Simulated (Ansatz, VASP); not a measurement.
**GaN: VASP beside Ansatz**

File INCAR:

```
  PREC = Accurate
  ENCUT = 520
  EDIFF = 1E-6
  ISMEAR = -1
  SIGMA = 0.02
  LREAL = F
  LASPH = T
  NELM = 80
  ALGO = Normal
  ISIF = 2
  LWAVE = F
  LCHARG = F
  GGA = PE
  NBANDS = 26
```

KPOINTS

```
regular mesh
0
Gamma
  12 12 6
```

POSCAR

```
GaN
1.0
    3.1831494095      0.0159157471      0.0000000000
   -1.5777912635      2.7487303791      0.0000000000
    0.0000000000      0.0000000000      5.1836254585
Ga N
2 2
Direct
    0.3326496150      0.6666571734     -0.0008867939
    0.6673503850      0.3333428266      0.4991132061
    0.3317803532      0.6666978161      0.3758867939
    0.6682196468      0.3333021839      0.8758867939
```

Input for Ansatz:

```yaml
crystal:
  lattice:
    - [3.1831494095, 0.0159157471, 0.0]
    - [-1.5777912635, 2.7487303791, 0.0]
    - [0.0, 0.0, 5.1836254585]
  atoms:
    - { symbol: Ga, position: [0.332649615, 0.6666571734, -0.0008867939] }
    - { symbol: Ga, position: [0.667350385, 0.3333428266, 0.4991132061] }
    - { symbol: "N", position: [0.3317803532, 0.6666978161, 0.3758867939] }
    - { symbol: "N", position: [0.6682196468, 0.3333021839, 0.8758867939] }
kpoints:
  mp_grid: { grid: [12, 12, 6] }
  band_path:
    path:
      - [0.0, 0.0, 0.0]
      - [0.5, 0.0, 0.0]
      - [0.3333333333, 0.3333333333, 0.0]
      - [0.0, 0.0, 0.5]
      - [0.5, 0.0, 0.5]
      - [0.3333333333, 0.3333333333, 0.5]
    npoints: 1
hamiltonian:
  xc: pbe
scf:
  occupations: { method: fermi_dirac, width: 0.02 }
  n_extra_bands: 5
output:
  forces: true
  stress: true
  eigenvalues: true
  write_density: true
  write_potential: true
  elf: true
  volumetric_format: npy
```

Change from the starting cell: shear_xy strain +1.0%.

Alike in both runs: task single point; functional PBE; k mesh 12 × 12 × 6; occupations fermi-dirac, width 0.02 eV; no spin polarisation.

|  | VASP | Ansatz |
| --- | --- | --- |
| version | VASP 6.6.1 | Ansatz 0.2.0 |
| potentials or method | VASP PAW PBE potentials, release 64 (Ga_d, N) | plane waves, PAW |
| plane-wave cutoff (eV) | 520 | 420 |
| valence electrons in the cell | 36 | 36 |

|  | VASP | Ansatz | Ansatz less VASP |
| --- | --- | --- | --- |
| gap on the k mesh at the Fermi level (eV) | 1.91 | 1.90 | -0.008 |
| pressure (GPa) | 6.3 | 6.2 | -0.08 |
| traceless stress, the component that is largest in VASP (GPa) | -1.08 | -1.07 | +0.003 |
| rms of the force components (eV/Å) | 0.003 | 0.003 | +0.0001 |

Atom by atom the forces differ by 0.000 eV/Å (rms over components). With one functional, cell and mesh, what is left measures potentials, basis and numerics.
